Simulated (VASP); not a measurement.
A run of VASP 6.6.1 is set up as follows.

Contents of INCAR:

```
SYSTEM = Bi
PREC = Accurate
ENCUT = 520
EDIFF = 1E-6
ISMEAR = -1
SIGMA = 0.1
LREAL = .False.
LASPH = .True.
NELM = 100
ALGO = Normal
ISIF = 2
LWAVE = .False.
LCHARG = .False.
GGA = PS
NBANDS = 14
```

Contents of KPOINTS:

```
regular mesh
0
Gamma
  19 19 19
  0 0 0
```

Contents of POSCAR:

```
Bi
1.0
   -1.9594876911      1.9594876911      1.9594876911
    1.9594876911     -1.9594876911      1.9594876911
    1.9594876911      1.9594876911     -1.9594876911
Bi
1
Direct
    0.0000000000      0.0000000000      0.0000000000
```

Potentials or basis: VASP PAW PBE potentials, release 64 (Bi_d).

The run is started by

```bash
$ cat potpaw_PBE.64/Bi_d/POTCAR > POTCAR
$ mpirun -np 1 vasp_std > vasp.out
```

**Question.** Estimate the pressure.

**Answer.** -0.3 GPa.

Caveat: the PAW data sets were made with another functional, which shifts forces and pressure a little.
